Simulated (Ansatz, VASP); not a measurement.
## ZrSi7: VASP beside Ansatz

```
CELL_PARAMETERS angstrom
5.59972 0.00000 0.00000
0.00000 5.59972 0.00000
0.00000 0.00000 5.59972
ATOMIC_POSITIONS crystal
Zr 0.00000 0.00000 0.00000
Si 0.26615 0.26615 0.26615
Si 0.00000 0.50000 0.50000
Si 0.50000 0.50000 0.00000
Si 0.50000 0.00000 0.50000
Si 0.73385 0.26615 0.73385
Si 0.73385 0.73385 0.26615
Si 0.26615 0.73385 0.73385
```

Alike in both runs: task relaxation of cell and atoms; functional PBEsol; k mesh 6 × 6 × 6; occupations gaussian, width 0.1 eV; no spin polarisation.

```csv
,VASP,Ansatz
version,VASP 6.6.1,Ansatz 0.2.0
potentials or method,"VASP PAW PBE potentials, release 64 (Zr_sv, Si), cutoff 600 eV","scalar-relativistic, plane waves, PAW"
valence electrons in the cell,40,40
```

```tsv
	VASP	Ansatz	Ansatz less VASP
gap on the k mesh at the Fermi level, each at its own relaxed structure (eV)	none	none	-
relaxed volume (Å³/atom)	21.99	21.96	-0.026
relaxed cell length with the largest relative difference (Å)	5.603	5.601	-0.0022
```

VASP's potentials were made for PBE, not for PBEsol. A gap of «none» marks a metal or a gap that the smearing closes.
